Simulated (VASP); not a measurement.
BaLi2S2: single point with PBE

BaLi2S2:

```
CELL_PARAMETERS angstrom
-4.29875 0.00000 0.00000
0.00000 0.00000 -7.13619
0.00000 -7.44566 0.00000
ATOMIC_POSITIONS crystal
Ba 0.50000 0.00000 0.50000
Ba 0.00000 0.00000 0.00000
Li 0.50000 0.38757 0.83333
Li 0.00000 0.38757 0.33333
Li 0.00000 0.61243 0.66667
Li 0.50000 0.61243 0.16667
S 0.50000 0.72842 0.83333
S 0.00000 0.72842 0.33333
S 0.00000 0.27158 0.66667
S 0.50000 0.27158 0.16667
```

```yaml
Program: VASP 6.6.1
Task: single point
Functional: PBE
Potentials_or_basis: VASP PAW PBE potentials, release 64 (Ba_sv, Li_sv, S)
Cutoff: 520 eV
k_mesh: 4 × 2 × 2
Occupations: gaussian, width 0.1 eV
Spin: no spin polarisation
Dipole_correction: no
Further_INCAR_settings: ALGO = Normal; EDIFF = 1e-07; NBANDS = 39
```

- Largest force: 0.075 eV/Å
- Band gap on the k mesh: 2.73 eV

Forces in eV/Å, atoms in the order of the input:
```
Ba   0.000  0.000  0.000
Ba   0.000  0.000  0.000
Li   0.000  0.000 -0.008
Li   0.000  0.000 -0.008
Li   0.000  0.000  0.008
Li   0.000  0.000  0.008
S    0.000  0.000  0.075
S    0.000  0.000  0.075
S    0.000  0.000 -0.075
S    0.000  0.000 -0.075
```

Levels at points of the mesh, in eV from the valence-band top:
```tsv
k point	band 25	band 26	band 27	band 28	band 29	band 30	band 31	band 32
(0.00, 0.00, 0.00)	-0.75	-0.10	0.00	0.00	2.74	3.53	4.08	4.73
(0.50, 0.00, 0.00)	-0.85	-0.85	-0.42	-0.42	4.05	4.05	4.30	4.30
(0.00, 0.50, 0.00)	-0.33	-0.31	-0.31	-0.22	2.82	4.17	4.55	4.55
(0.50, 0.50, 0.00)	-0.91	-0.91	-0.68	-0.68	3.75	3.75	4.36	4.36
(0.00, 0.00, 0.50)	-0.45	-0.45	-0.38	-0.38	3.39	3.39	4.52	4.52
(0.50, 0.00, 0.50)	-0.78	-0.78	-0.75	-0.75	2.73	2.73	5.84	5.84
(0.00, 0.50, 0.50)	-0.58	-0.58	-0.25	-0.25	3.40	3.40	4.54	4.54
(0.50, 0.50, 0.50)	-0.33	-0.33	-0.22	-0.22	2.82	2.82	4.62	4.62
```

Wall time 65 s on 1 thread of AMD EPYC 9R45 96-Core Processor (Zen 5), with other jobs on the host, peak memory 0.32 GiB.

Caveat: the k points lie up to 0.44 Å⁻¹ apart; spin-orbit coupling is left out, which moves the levels of the heavy elements. A k mesh can miss the band edges.
